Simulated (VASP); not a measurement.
# Te (P6_3/mmc) in VASP: notebook, part 2 of 2

VASP 6.6.1. The steps go on from the part before.

## (3) Single point, PBEsol

This run uses another cell than the first one, of 35.42 Å³/atom.

Contents of INCAR:

```
  PREC = Accurate
  ENCUT = 520
  EDIFF = 1E-6
  ISMEAR = 0
  SIGMA = 0.1
  LREAL = F
  LASPH = T
  NELM = 60
  ALGO = Normal
  ISIF = 2
  LWAVE = F
  LCHARG = T
  GGA = PS
  LELF = T
  LVHAR = T
  NBANDS = 20
```

Contents of KPOINTS:

```
Automatic mesh
0
Gamma
  12 12 8
```

Contents of POSCAR:

```
Te
1.0
    5.1602135957      0.0000000000      0.0000000000
   -2.5801067978      4.4688760628      0.0000000000
    0.0000000000      0.0000000000      6.1447348578
Te
4
Direct
    0.0000000000      0.0000000000      0.2500000000
    0.0000000000      0.0000000000      0.7500000000
    0.3333333333      0.6666666667      0.7500000000
    0.6666666667      0.3333333333      0.2500000000
```

Potentials or basis: VASP PAW PBE potentials, release 64 (Te).

The run is started by

```bash
$ cat potpaw_PBE.64/Te/POTCAR > POTCAR
$ mpirun -np 1 vasp_std > vasp.out
```

Wall time 5.7 min (1 thread of Intel Xeon 8259CL, shared host); peak memory 0.39 GiB.

Results (log left out):

- Free energy: -12.7100 eV
- Pressure: 0.0 GPa
- Band gap on the k mesh: zero (bands 12 and 13 overlap by 1.78 eV)

Levels at points of the mesh, in eV from the Fermi level:
```
           k point  band 9  band 10  band 11  band 12  band 13  band 14  band 15  band 16
(0.00, 0.00, 0.00)   -3.67    -1.23    -0.34    -0.27    -0.27     0.37     0.37     3.25
(0.50, 0.00, 0.00)   -2.85    -2.33    -1.00     0.99     1.07     1.73     2.55     2.92
(0.00, 0.00, 0.50)   -2.91    -2.91    -0.27    -0.27    -0.27    -0.27    -0.13    -0.13
(0.50, 0.00, 0.50)   -2.06    -2.06    -0.58    -0.58     0.96     0.96     2.11     2.11
```

Caveat: the PAW data sets were made with another functional, which shifts forces and pressure a little; spin-orbit coupling is left out, which moves the levels of the heavy elements.

## (4) Relaxation of cell and atoms, PBEsol

This run uses another cell than the first one, of 35.12 Å³/atom.

Contents of INCAR:

```
SYSTEM = Te
ALGO = Normal
EDIFF = 1E-7
EDIFFG = -0.01
ENCUT = 600
GGA = PS
IBRION = 2
ISIF = 3
ISMEAR = 0
LASPH = .TRUE.
LCHARG = .FALSE.
LREAL = .FALSE.
LWAVE = .FALSE.
NELM = 80
NSW = 100
PREC = Accurate
SIGMA = 0.1
```

Contents of KPOINTS:

```
k-points
0
G
  12 12 8
  0 0 0
```

Contents of POSCAR:

```
Te
1.0
    5.2076959662      0.0000000000      0.0000000000
   -2.6038479831      4.5099970020      0.0000000000
    0.0000000000      0.0000000000      5.9817564850
Te
4
Direct
    0.0000000000      0.0000000000      0.2500000000
    0.0000000000      0.0000000000      0.7500000000
    0.3333333333      0.6666666667      0.7500000000
    0.6666666667      0.3333333333      0.2500000000
```

Potentials or basis: VASP PAW PBE potentials, release 64 (Te).

The run is started by

```bash
$ cat potpaw_PBE.64/Te/POTCAR > POTCAR
$ mpirun -np 1 vasp_std > vasp.out
```

OUTCAR:

```text
SYSTEM = Te
   EDIFF = 1E-7
   EDIFFG = -0.01
   ENCUT = 600
   GGA = PS
   IBRION = 2
   ISIF = 3
   ISMEAR = 0
   LASPH = .TRUE.
   LREAL = .FALSE.
   NELM = 80
   NSW = 100
   PREC = Accurate

 ion  position               nearest neighbor table
   1  0.000  0.000  0.250-   2 2.99   2 2.99   4 3.01   4 3.01   4 3.01
   2  0.000  0.000  0.750-   1 2.99   1 2.99   3 3.01   3 3.01   3 3.01
   3  0.333  0.667  0.750-   2 3.01   2 3.01   2 3.01
   4  0.667  0.333  0.250-   1 3.01   1 3.01   1 3.01

  LATTYP: Found a hexagonal cell.
 ALAT       =     5.2076959662
 C/A-ratio  =     1.1486378091

  Lattice vectors:

 A1 = (   5.2076959662,   0.0000000000,   0.0000000000)
 A2 = (  -2.6038479831,   4.5099970020,   0.0000000000)
 A3 = (   0.0000000000,   0.0000000000,   5.9817564850)

[... 417 lines left out ...]

  energy without entropy =      -12.68964326  energy(sigma->0) =      -12.69979673

 E-fermi :   5.3885     XC(G=0):  -8.9977

 val. band max:        5.3877155200   @ k =   0.3333   0.2500   0.1250
 cond. band min:       5.3941293887   @ k =   0.4167   0.1667   0.0000
 fundamental gap:      0.0064138687
 Fermi energy:         5.3884627038

 k-point     1 :       0.0000    0.0000    0.0000
  band No.  band energies     occupation
      1      -8.3791      2.00000
      2      -6.7926      2.00000
      3      -4.0411      2.00000
      4      -2.9536      2.00000
      5      -0.4225      2.00000
      6       0.8388      2.00000
[... 433 lines left out ...]
      3      -5.2457      2.00000
      4      -4.4327      2.00000
      5       0.2245      2.00000
      6       0.2340      2.00000
[... 8 lines left out ...]
     15       7.3713      0.00000
     16       7.7491      0.00000

 [... further k-points ...]

------------------------ aborting loop because EDIFF is reached ----------------------------------------

  FORCE on cell =-STRESS in cart. coord.  units (eV):
  Direction    XX          YY          ZZ          XY          YZ          ZX
  --------------------------------------------------------------------------------------
  -------------------------------------------------------------------------------------
  Total        0.0346398      0.0346398     -0.0367420      0.0000000      0.0000000      0.0000000
  in kB        0.3914501      0.3914501     -0.4152063      0.0000000      0.0000000      0.0000000
  external PRESSURE =       0.1225646 kB  Pullay stress =       0.0000000 kB
[... 19 lines left out ...]
  FREE ENERGIE OF THE ION-ELECTRON SYSTEM (eV)
  ---------------------------------------------------
  free  energy   TOTEN  =       -12.7099502004 eV

  energy  without entropy=      -12.6896432574  energy(sigma->0) =      -12.69979673

 reached required accuracy - stopping structural energy minimisation
```

OSZICAR:

```text
N       E                     dE             d eps       ncg     rms          rms(c)
DAV:   1     0.118569357748E+03    0.11857E+03   -0.96835E+03  3040   0.135E+03
DAV:   2    -0.484085742726E+01   -0.12341E+03   -0.12214E+03  4280   0.176E+02
DAV:   3    -0.126365324394E+02   -0.77957E+01   -0.77433E+01  3880   0.508E+01
DAV:   4    -0.127974998324E+02   -0.16097E+00   -0.16065E+00  4088   0.809E+00
[... 59 lines left out ...]
DAV:   1    -0.127099537583E+02   -0.27513E-05   -0.86064E-05  3064   0.427E-02    0.100E-02
DAV:   2    -0.127099514894E+02    0.22689E-05   -0.39064E-06  3304   0.110E-02    0.642E-03
DAV:   3    -0.127099506556E+02    0.83379E-06   -0.75643E-07  3256   0.415E-03    0.249E-03
DAV:   4    -0.127099502444E+02    0.41124E-06   -0.48216E-07  3048   0.307E-03    0.302E-03
DAV:   5    -0.127099502004E+02    0.43926E-07   -0.34048E-08  1520   0.103E-03
   7 F= -.12709950E+02 E0= -.12699797E+02  d E =-.205818E-02
```

CONTCAR:

```text
Te
   1.00000000000000
     5.1594453693108306   -0.0000000000000000    0.0000000000000000
    -2.5797226846554153    4.4682107593438340   -0.0000000000000000
     0.0000000000000000   -0.0000000000000000    6.1499714239217909
  Te
     4
Direct
     0.0000000000000000    0.0000000000000000    0.2500000000000000
     1.0000000000000000    1.0000000000000000    0.7500000000000000
     0.3333333332999970    0.6666666667000030    0.7500000000000000
     0.6666666667000030    0.3333333332999970    0.2500000000000000

  0.00000000E+00  0.00000000E+00  0.00000000E+00
  0.00000000E+00  0.00000000E+00  0.00000000E+00
  0.00000000E+00  0.00000000E+00  0.00000000E+00
  0.00000000E+00  0.00000000E+00  0.00000000E+00
```

It took 19 min on 1 thread of Intel Xeon 8259CL, shared host; peak memory 0.44 GiB.

What came out:

- Free energy: -12.7100 eV
- Relaxed volume: 35.44 Å³/atom
- Relaxed cell: a = 5.159 Å, b = 5.159 Å, c = 6.150 Å, α = 90.00°, β = 90.00°, γ = 120.00°
- Space group after relaxing (to 0.1 Å): P6_3/mmc (No. 194)
- Energy gained by relaxing: 6.1 meV/atom
- Ionic steps: 7
- Pressure after relaxing: 0.0 GPa

Step by step:
```tsv
step	energy change (eV)	largest force (eV/Å)	pressure (GPa)	volume (Å³)
1	0.0000	0.0000	-0.03	140.49
2	-0.0187	0.0000	0.26	140.34
3	-0.0222	0.0000	0.47	140.21
4	-0.0224	0.0000	0.43	140.23
5	-0.0241	0.0000	-0.13	142.34
6	-0.0244	0.0000	0.02	141.75
7	-0.0244	0.0000	0.01	141.78
```

Final structure:
```
Te
1.0
     5.15945    0.00000    0.00000
    -2.57972    4.46821    0.00000
     0.00000    0.00000    6.14997
Te
4
Cartesian
  0.0000 0.0000 1.5375
  2.5797 4.4682 4.6125
  0.0000 2.9788 4.6125
  2.5797 1.4894 1.5375
```

Caveat: the highest band is partly filled, so the run has too few bands; the PAW data sets were made with another functional, which shifts forces and pressure a little; spin-orbit coupling is left out, which moves the levels of the heavy elements.

## (5) The runs side by side

| task | cell | k mesh | cutoff (eV) | gap on the mesh (eV) | pressure (GPa) |
| --- | --- | --- | --- | --- | --- |
| single point | a = 3.936, b = 3.936, c = 10.720 Å, angles 90.0, 90.0, 120.0°, 4 atoms | 6 × 6 × 2 | 520 | none | 65.4 |
| single point | a = 5.160, b = 5.160, c = 6.145 Å, angles 90.0, 90.0, 120.0°, 4 atoms | 12 × 12 × 8 | 520 | none | 0.0 |
| relaxation of cell and atoms | relaxed from a = 5.208, b = 5.208, c = 5.982 Å, angles 90.0, 90.0, 120.0°, 4 atoms | 12 × 12 × 8 | 600 | - | 0.0 |

Alike in all rows: level PBEsol; potentials or basis VASP PAW PBE potentials, release 64 (Te); no spin polarisation; smearing gaussian 0.1 eV.

Caveats: the PAW data sets were made with another functional, which shifts forces and pressure a little; spin-orbit coupling is left out, which moves the levels of the heavy elements; the stress differs along the axes, from -0 to 98 GPa (at least some runs); this functional lacks dispersion, which binds layers or chains, so the pressure and a relaxed spacing across them are unreliable (at least some runs); the highest band is partly filled, so the run has too few bands (at least some runs).

Absolute energies hang on the potentials; compare differences alone.

The gap in the log of VASP goes by the Fermi energy; the results here count the filled bands.